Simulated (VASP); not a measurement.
# Ir (I4/mmm) in VASP: a series of runs

The runs below take Ir through single point, with PBEsol.

Everything below comes from runs of VASP 6.6.1. Logs are shortened: lines on timing, memory, paths and dates and some standing lists are left out, and cuts for length are marked.

### 1 The cell of the first run

The structure is tetragonal, space group I4/mmm (No. 139). The conventional cell has a = 2.715 Å, b = 2.715 Å, c = 3.724 Å, α = 90.00°, β = 90.00°, γ = 90.00°. Within 3.5 Å of Ir (site symmetry 4/mmm) lie 12 Ir at 2.67 to 2.71 Å.

### 2 Single point, PBEsol (strain -0.0300 x Voigt [0, 0, 1, 0, 0, 0])

File INCAR:

```
PREC = Accurate
ENCUT = 560
EDIFF = 1E-6
ISMEAR = 0
SIGMA = 0.15
LREAL = False
LASPH = True
NELM = 120
ALGO = Normal
ISIF = 2
LWAVE = False
LCHARG = False
GGA = PS
NBANDS = 14
GGA_COMPAT = False
```

File KPOINTS:

```
Automatic mesh
0
Gamma
  22 22 22
```

File POSCAR:

```
Ir
1.0
    0.0000000000      1.9197000000      1.8621090000
    1.9197000000      0.0000000000      1.8621090000
    1.9197000000      1.9197000000      0.0000000000
Ir
1
Direct
    0.0000000000      0.0000000000      0.0000000000
```

Potentials or basis: VASP PAW PBE potentials, release 64 (Ir_sv_GW).

Started as:

```sh
> cat potpaw_PBE.64/Ir_sv_GW/POTCAR > POTCAR
> mpirun -np 1 vasp_std > vasp.out
```

OUTCAR:

```text
PREC = Accurate
   ENCUT = 560
   EDIFF = 1E-6
   ISMEAR = 0
   LREAL = False
   LASPH = True
   NELM = 120
   ISIF = 2
   GGA = PS

 ion  position               nearest neighbor table
   1  0.000  0.000  0.000-

  LATTYP: Found a body centered tetragonal cell.
 ALAT       =     2.7148657757
 C/A-ratio  =     1.3717871555

  Lattice vectors:

 A1 = (   0.0000000000,  -1.9197000000,  -1.8621090000)
 A2 = (   0.0000000000,   1.9197000000,  -1.8621090000)
 A3 = (   1.9197000000,   0.0000000000,   1.8621090000)

Analysis of symmetry for initial positions (statically):
=====================================================================
 Subroutine PRICEL returns:
 Original cell was already a primitive cell.

 Routine SETGRP: Setting up the symmetry group for a
 body centered tetragonal supercell.

 Subroutine GETGRP returns: Found 16 space group operations
 (whereof 16 operations were pure point group operations)
 out of a pool of 16 trial point group operations.

The static configuration has the point symmetry D_4h.

Analysis of symmetry for dynamics (positions and initial velocities):
=====================================================================
 Subroutine PRICEL returns:
 Original cell was already a primitive cell.

 Routine SETGRP: Setting up the symmetry group for a
 body centered tetragonal supercell.

 Subroutine GETGRP returns: Found 16 space group operations
 (whereof 16 operations were pure point group operations)
 out of a pool of 16 trial point group operations.

The dynamic configuration has the point symmetry D_4h.

 Subroutine INISYM returns: Found 16 space group operations
 (whereof 16 operations are pure point group operations),
 and found     1 'primitive' translations

----------------------------------------------------------------------------------------

                                     Primitive cell

  volume of cell :      13.7247

  direct lattice vectors                    reciprocal lattice vectors
     0.000000000  1.919700000  1.862109000    -0.260457363  0.260457363  0.268512745
     1.919700000  0.000000000  1.862109000     0.260457363 -0.260457363  0.268512745
     1.919700000  1.919700000  0.000000000     0.260457363  0.260457363 -0.268512745

  length of vectors
     2.674452845  2.674452845  2.714865776     0.455823618  0.455823618  0.455823618

  position of ions in fractional coordinates (direct lattice)
     0.000000000  0.000000000  0.000000000

  ion indices of the primitive-cell ions
   primitive index   ion index
                 1           1

----------------------------------------------------------------------------------------

 KPOINTS: Automatic mesh

Automatic generation of k-mesh.
 Grid dimensions read from file:
 generate k-points for:   22   22   22

 Generating k-lattice:

  Cartesian coordinates                     Fractional coordinates (reciprocal lattice)
    -0.011838971  0.011838971  0.012205125     0.045454545  0.000000000  0.000000000
     0.011838971 -0.011838971  0.012205125     0.000000000  0.045454545  0.000000000
     0.011838971  0.011838971 -0.012205125     0.000000000  0.000000000  0.045454545

  Length of vectors
     0.020719255  0.020719255  0.020719255

  Shift w.r.t. Gamma in fractional coordinates (k-lattice)
     0.000000000  0.000000000  0.000000000

 Subroutine IBZKPT returns following result:
 ===========================================

 Found    834 irreducible k-points:

 Following reciprocal coordinates:
            Coordinates               Weight
  0.000000  0.000000  0.000000      1.000000
  0.045455  0.000000  0.000000      8.000000
  0.090909  0.000000  0.000000      8.000000
  0.136364 -0.000000  0.000000      8.000000
  0.181818 -0.000000  0.000000      8.000000
  0.227273  0.000000  0.000000      8.000000
[... 16 lines left out ...]
  0.500000  0.045455  0.000000      8.000000
 -0.454545  0.045455  0.000000      8.000000
 [... further k-points ...]
   k-points           NKPTS =    834   k-points in BZ     NKDIM =    834   number of bands    NBANDS=     14
   number of dos      NEDOS =    301   number of ions     NIONS =      1
   total plane-waves  NPLWV =  13824
   dimension x,y,z NGX =    24 NGY =   24 NGZ =   24
   dimension x,y,z NGXF=    48 NGYF=   48 NGZF=   48
   ions per type =               1
   NGX,Y,Z   is equivalent  to a cutoff of  14.92, 14.92, 14.70 a.u.
   NGXF,Y,Z  is equivalent  to a cutoff of  29.84, 29.84, 29.39 a.u.
 SYSTEM =  unknown system
   PREC   = accura    normal or accurate (medium, high low for compatibility)
   ISTART =      0    job   : 0-new  1-cont  2-samecut
   ICHARG =      2    charge: 1-file 2-atom 10-const
   ISPIN  =      1    spin polarized calculation?
   LNONCOLLINEAR =      F non collinear calculations
   LSORBIT =      F    spin-orbit coupling
   LASPH  =      T    aspherical Exc in radial PAW
   ENCUT  =  560.0 eV  41.16 Ry    6.42 a.u.   5.16  5.16  5.24*2*pi/ulx,y,z
   NELM   =    120;   NELMIN=  2; NELMDL= -5     # of ELM steps
   EDIFF  = 0.1E-05   stopping-criterion for ELM
   LREAL  =      F    real-space projection
   EDIFFG = 0.1E-04   stopping-criterion for IOM
   NSW    =      0    number of steps for IOM
   IBRION =     -1    ionic relax: 0-MD 1-quasi-New 2-CG
   NFREE  =      0    steps in history (QN), initial steepest desc. (CG)
   ISIF   =      2    stress and relaxation
   ISYM   =      2    0-nonsym 1-usesym 2-fastsym
   POTIM  = 0.5000    time-step for ionic-motion
   TEBEG  =    0.0;   TEEND  =   0.0 temperature during run
   PSTRESS=    0.0 pullay stress
   NELECT =      17.0000    total number of electrons
   NUPDOWN=      -1.0000    fix difference up-down
   EMIN   =  10.00;   EMAX   =-10.00  energy-range for DOS
   EFERMI =   0.00;   METHOD = LEGACY
   ISMEAR =     0;   SIGMA  =   0.15  broadening in eV -4-tet -1-fermi 0-gaus
   EFERMI_NEDOS =   21; number of points for ismear=-14 and -15
   IALGO  =     38    algorithm
   IMIX   =      4    mixing-type and parameters
     AMIX     =   0.40;   BMIX     =  1.00
     AMIX_MAG =   1.60;   BMIX_MAG =  1.00
  volume/ion in A,a.u.               =      13.72        92.62
  Fermi-wavevector in a.u.,A,eV,Ry     =   1.758155  3.322431 42.057098  3.091110
  Thomas-Fermi vector in A             =   2.827369
   LORBIT       =      0    0 simple, 1 ext, 2 COOP (PROOUT), +10 PAW based schemes
   GGA     = PS    functional components
   LHFCALC =     F    Hartree Fock is set to
   AEXX    =    0.0000 exact exchange contribution
   IVDW    =     0    specifies the selected vdW correction
   LEPSILON=     F    determine dielectric tensor
   LRPA    =     F    only Hartree local field effects (RPA)
 non-spin polarized calculation
 Gauss-broadening in eV      SIGMA  =   0.15
  energy-cutoff  :      560.00
  volume of cell :       13.72
 maximum number of plane-waves:       432
 NGX is ok and might be reduce to    24
   NGX = 11   NGY = 11   NGZ = 11

 number of electron      17.0000000 magnetization

 Free energy of the ion-electron system (eV)
  ---------------------------------------------------
  ext. energy  EPLUGINS =         0.00000000
  ---------------------------------------------------
  free energy    TOTEN  =       -10.38127785 eV

  energy without entropy =      -10.36980749  energy(sigma->0) =      -10.37554267

 E-fermi :  13.3038     XC(G=0): -14.9023

 val. band max:       13.3022357756   @ k =   0.3182   0.1364   0.0000
 cond. band min:      13.3038066940   @ k =  -0.4545   0.4091   0.0455
 fundamental gap:      0.0015709184
 Fermi energy:        13.3037973239

 k-point     1 :       0.0000    0.0000    0.0000
  band No.  band energies     occupation
      1     -79.7809      2.00000
      2     -36.1399      2.00000
      3     -36.1399      2.00000
      4     -36.1129      2.00000
      5       1.8359      2.00000
      6       9.1270      2.00000
      7       9.1270      2.00000
      8       9.5320      2.00000
      9      11.8207      2.00000
     10      12.3616      2.00000
     11      26.8443      0.00000
     12      32.1665      0.00000
     13      32.1665      0.00000
     14      33.2019      0.00000

 k-point     2 :       0.0455    0.0000    0.0000
  band No.  band energies     occupation
      1     -79.7792      2.00000
      2     -36.1543      2.00000
      3     -36.1428      2.00000
      4     -36.1189      2.00000
      5       1.9320      2.00000
      6       9.1054      2.00000
      7       9.1690      2.00000
      8       9.5417      2.00000
      9      11.7965      2.00000
     10      12.3276      2.00000
     11      27.0149      0.00000
     12      31.8907      0.00000
     13      32.3272      0.00000
     14      33.1795      0.00000

 k-point     3 :       0.0909    0.0000    0.0000
  band No.  band energies     occupation
      1     -79.7748      2.00000
      2     -36.2051      2.00000
      3     -36.1513      2.00000
      4     -36.1284      2.00000
      5       2.2136      2.00000
      6       9.0105      2.00000
      7       9.2830      2.00000
      8       9.6076      2.00000
      9      11.7403      2.00000
     10      12.2399      2.00000
     11      27.4991      0.00000
     12      31.0010      0.00000
     13      32.8008      0.00000
     14      33.5278      0.00000

 k-point     4 :       0.1364   -0.0000    0.0000
  band No.  band energies     occupation
      1     -79.7676      2.00000
      2     -36.2883      2.00000
      3     -36.1646      2.00000
      4     -36.1391      2.00000
      5       2.6582      2.00000
      6       8.8474      2.00000
      7       9.4301      2.00000
      8       9.7400      2.00000
      9      11.7030      2.00000
     10      12.1427      2.00000
     11      28.1919      0.00000
     12      29.8915      0.00000
     13      33.5636      0.00000
     14      34.2678      0.00000

 k-point     5 :       0.1818   -0.0000    0.0000
  band No.  band energies     occupation
      1     -79.7586      2.00000
      2     -36.3956      2.00000
      3     -36.1820      2.00000
      4     -36.1520      2.00000
      5       3.2213      2.00000
      6       8.6935      2.00000
      7       9.5417      2.00000
      8       9.8751      2.00000
      9      11.7662      2.00000
     10      12.1096      2.00000
     11      28.4109      0.00000
[... 276 lines left out ...]
 k-point    22 :       0.4545    0.0455    0.0000
  band No.  band energies     occupation
      1     -79.7071      2.00000
      2     -36.9759      2.00000
      3     -36.2856      2.00000
      4     -36.2307      2.00000
      5       4.9709      2.00000
      6       9.0574      2.00000
      7       9.3342      2.00000
      8      11.5059      2.00000
      9      14.2825      0.00000
     10      14.3458      0.00000
     11      21.6144      0.00000
     12      26.9011      0.00000
     13      32.5257      0.00000
     14      33.3973      0.00000

 k-point    23 :       0.5000    0.0455    0.0000
  band No.  band energies     occupation
      1     -79.7046      2.00000
      2     -37.0020      2.00000
      3     -36.2871      2.00000
      4     -36.2376      2.00000
      5       4.9624      2.00000
      6       9.0030      2.00000
      7       9.2851      2.00000
      8      12.0049      2.00000
      9      14.4296      0.00000
     10      14.6205      0.00000
     11      20.9108      0.00000
     12      26.6823      0.00000
     13      32.3230      0.00000
     14      32.8241      0.00000

 k-point    24 :      -0.4545    0.0455    0.0000
  band No.  band energies     occupation
      1     -79.7053      2.00000
      2     -36.9951      2.00000
      3     -36.2829      2.00000
      4     -36.2401      2.00000
      5       4.9652      2.00000
      6       9.0048      2.00000
      7       9.2970      2.00000
      8      11.9362      2.00000
      9      14.2696      0.00000
     10      14.6185      0.00000
     11      21.0914      0.00000
     12      26.7248      0.00000
     13      32.6374      0.00000
     14      32.7080      0.00000

 [... further k-points ...]

------------------------ aborting loop because EDIFF is reached ----------------------------------------

  FORCE on cell =-STRESS in cart. coord.  units (eV):
  Direction    XX          YY          ZZ          XY          YZ          ZX
  --------------------------------------------------------------------------------------
  -------------------------------------------------------------------------------------
  Total        0.3353897      0.3353897      1.3758947      0.0000000     -0.0000000      0.0000000
  in kB       39.1524120     39.1524120    160.6179089      0.0000000     -0.0000000      0.0000000
  external PRESSURE =      79.6409110 kB  Pullay stress =       0.0000000 kB

 VOLUME and BASIS-vectors are now :
 -----------------------------------------------------------------------------
  energy-cutoff  :      560.00
  volume of cell :       13.72
      direct lattice vectors                 reciprocal lattice vectors
     0.000000000  1.919700000  1.862109000    -0.260457363  0.260457363  0.268512745
     1.919700000  0.000000000  1.862109000     0.260457363 -0.260457363  0.268512745
     1.919700000  1.919700000  0.000000000     0.260457363  0.260457363 -0.268512745

 POSITION                                       TOTAL-FORCE (eV/Angst)
 -----------------------------------------------------------------------------------
      0.00000      0.00000      0.00000         0.000000      0.000000      0.000000
 -----------------------------------------------------------------------------------
    total drift:                                0.000000      0.000000      0.000000

  FREE ENERGIE OF THE ION-ELECTRON SYSTEM (eV)
  ---------------------------------------------------
  free  energy   TOTEN  =       -10.3812778462 eV

  energy  without entropy=      -10.3698074903  energy(sigma->0) =      -10.37554267
```

Run time: 51 s. Hardware: 1 thread of Intel Xeon 6975P-C (Granite Rapids), shared host; peak memory 0.31 GiB.

Results:

```yaml
Free_energy: -10.3813 eV
Pressure: 8.0 GPa
Band_gap_on_the_k_mesh: zero (an odd number of electrons rules out a gap without spin polarisation)
```

Levels at points of the mesh, in eV from the Fermi level:
```
           k point  band 4  band 5  band 6  band 7  band 8  band 9  band 10  band 11  band 12  band 13
(0.00, 0.00, 0.00)  -49.42  -11.47   -4.18   -4.18   -3.77   -1.48    -0.94    13.54    18.86    18.86
(0.50, 0.00, 0.00)  -49.53   -8.42   -4.38   -3.93   -0.84    0.87     1.12     7.61    13.18    19.09
(0.50, 0.50, 0.00)  -49.80   -8.24   -7.69    0.95    1.63    1.63     2.13    11.25    11.25    11.52
(0.50, 0.00, 0.50)  -49.72   -8.27   -7.64    0.97    1.39    1.46     1.79    10.67    11.59    12.00
```

Caveat: the cell differs from its parent crystal (strain -0.0300 x Voigt [0, 0, 1, 0, 0, 0]); the stress differs along the axes, from 4 to 16 GPa; the PAW data sets were made with another functional, which shifts forces and pressure a little; spin-orbit coupling is left out, which moves the levels of the heavy elements.

### 3 Single point, PBEsol (strain -0.0150 x Voigt [0, 0, 1, 0, 0, 0])

File INCAR:

```
SYSTEM = Ir
PREC     = Accurate       ! precision mode
ENCUT    = 560            ! plane-wave cutoff, eV
EDIFF    = 1E-6           ! SCF threshold, eV
ISMEAR   = 0              ! smearing method
SIGMA    = 0.15           ! smearing width, eV
LREAL    = .FALSE.        ! projectors in reciprocal space
LASPH    = .TRUE.         ! aspherical terms in the spheres
NELM     = 120            ! most SCF steps
ALGO     = Normal         ! electronic algorithm
ISIF     = 2              ! what is computed and relaxed
LWAVE    = .FALSE.        ! write WAVECAR
LCHARG   = .FALSE.        ! write CHGCAR
GGA      = PS             ! functional
NBANDS   = 14             ! bands
GGA_COMPAT= .FALSE.
```

File KPOINTS:

```
regular mesh
0
G
  22 22 22
  0 0 0
```

File POSCAR:

```
Ir
1.0
    0.0000000000      1.9197000000      1.8909045000
    1.9197000000      0.0000000000      1.8909045000
    1.9197000000      1.9197000000      0.0000000000
Ir
1
Direct
    0.0000000000      0.0000000000      0.0000000000
```

Potentials or basis: VASP PAW PBE potentials, release 64 (Ir_sv_GW).

Started as:

```sh
> cat potpaw_PBE.64/Ir_sv_GW/POTCAR > POTCAR
> mpirun -np 1 vasp_std > vasp.out
```

Run time: 73 s. Hardware: 1 thread of Intel Xeon Platinum 8488C (Sapphire Rapids), shared host; peak memory 0.31 GiB.

The run converged. Its results:

| Quantity | Value |
| --- | --- |
| Free energy | -10.3976 eV |
| Pressure | 1.4 GPa |
| Band gap on the k mesh | zero (an odd number of electrons rules out a gap without spin polarisation) |

Stress tensor (GPa, compression positive):
```
-0.53  0.00  0.00
 0.00 -0.53  0.00
 0.00  0.00  5.29
```

Levels at points of the mesh, in eV from the Fermi level:
| k point | band 6 | band 7 | band 8 | band 9 | band 10 | band 11 |
| --- | --- | --- | --- | --- | --- | --- |
| (0.00, 0.00, 0.00) | -4.02 | -4.02 | -3.82 | -1.32 | -1.05 | 13.58 |
| (0.50, 0.00, 0.00) | -4.17 | -3.95 | -0.81 | 0.91 | 1.03 | 7.43 |
| (0.50, 0.50, 0.00) | -7.51 | 0.93 | 1.57 | 1.57 | 1.89 | 11.01 |
| (0.50, 0.00, 0.50) | -7.49 | 0.95 | 1.45 | 1.57 | 1.65 | 10.59 |

Caveat: the cell differs from its parent crystal (strain -0.0150 x Voigt [0, 0, 1, 0, 0, 0]); the stress differs along the axes, from -1 to 5 GPa; the PAW data sets were made with another functional, which shifts forces and pressure a little; spin-orbit coupling is left out, which moves the levels of the heavy elements.

### 4 Single point, PBEsol (strain -0.0450 x Voigt [0, 0, 1, 0, 0, 0])

File INCAR:

```
SYSTEM = Ir
PREC = Accurate
ENCUT = 560
EDIFF = 1E-6
ISMEAR = 0
SIGMA = 0.15
LREAL = .FALSE.
LASPH = .TRUE.
NELM = 120
ALGO = Normal
ISIF = 2
LWAVE = .FALSE.
LCHARG = .FALSE.
GGA = PS
NBANDS = 14
GGA_COMPAT = .FALSE.
```

File KPOINTS:

```
Automatic mesh
0
G
  22 22 22
  0 0 0
```

File POSCAR:

```
Ir
1.0
    0.0000000000      1.9197000000      1.8333135000
    1.9197000000      0.0000000000      1.8333135000
    1.9197000000      1.9197000000      0.0000000000
Ir
1
Direct
    0.0000000000      0.0000000000      0.0000000000
```

Started as:

```sh
> cat potpaw_PBE.64/Ir_sv_GW/POTCAR > POTCAR
> mpirun -np 1 vasp_std > vasp.out
```

Run time: 55 s. Hardware: 1 thread of Intel Xeon 6975P-C (Granite Rapids), shared host; peak memory 0.29 GiB.

Results (log left out):

```yaml
Free_energy: -10.3499 eV
Pressure: 15.2 GPa
Band_gap_on_the_k_mesh: zero (an odd number of electrons rules out a gap without spin polarisation)
```

Stress tensor (GPa, compression positive):
```
 8.92  0.00  0.00
 0.00  8.92  0.00
 0.00  0.00 27.90
```

Levels at points of the mesh, in eV from the Fermi level:
```
           k point  band 6  band 7  band 8  band 9  band 10  band 11
(0.00, 0.00, 0.00)   -4.33   -4.33   -3.72   -1.66    -0.83    13.51
(0.50, 0.00, 0.00)   -4.59   -3.90   -0.87    0.83     1.23     7.79
(0.50, 0.50, 0.00)   -7.88    0.98    1.69    1.69     2.38    11.13
(0.50, 0.00, 0.50)   -7.80    0.99    1.33    1.36     1.94    10.76
```

Caveat: the cell differs from its parent crystal (strain -0.0450 x Voigt [0, 0, 1, 0, 0, 0]); the stress differs along the axes, from 9 to 28 GPa; the PAW data sets were made with another functional, which shifts forces and pressure a little; spin-orbit coupling is left out, which moves the levels of the heavy elements.

### 5 Summary

```csv
cell,gap on the mesh (eV),pressure (GPa)
"a = 2.674, b = 2.674, c = 2.715 Å, angles 59.5, 59.5, 61.0°, 1 atom",none,8.0
"a = 2.695, b = 2.695, c = 2.715 Å, angles 59.8, 59.8, 60.5°, 1 atom",none,1.4
"a = 2.654, b = 2.654, c = 2.715 Å, angles 59.2, 59.2, 61.5°, 1 atom",none,15.2
```

Alike in all rows: task single point; level PBEsol; potentials or basis VASP PAW PBE potentials, release 64 (Ir_sv_GW); no spin polarisation; k mesh 22 × 22 × 22; cutoff (eV) 560; smearing gaussian 0.15 eV.

Caveats: the PAW data sets were made with another functional, which shifts forces and pressure a little; spin-orbit coupling is left out, which moves the levels of the heavy elements; the stress differs along the axes, from 4 to 16 GPa (at least some runs); the stress differs along the axes, from -1 to 5 GPa (at least some runs); the stress differs along the axes, from 9 to 28 GPa (at least some runs).

Total energies depend on the potentials used, so only differences within one code and one set of settings carry meaning.
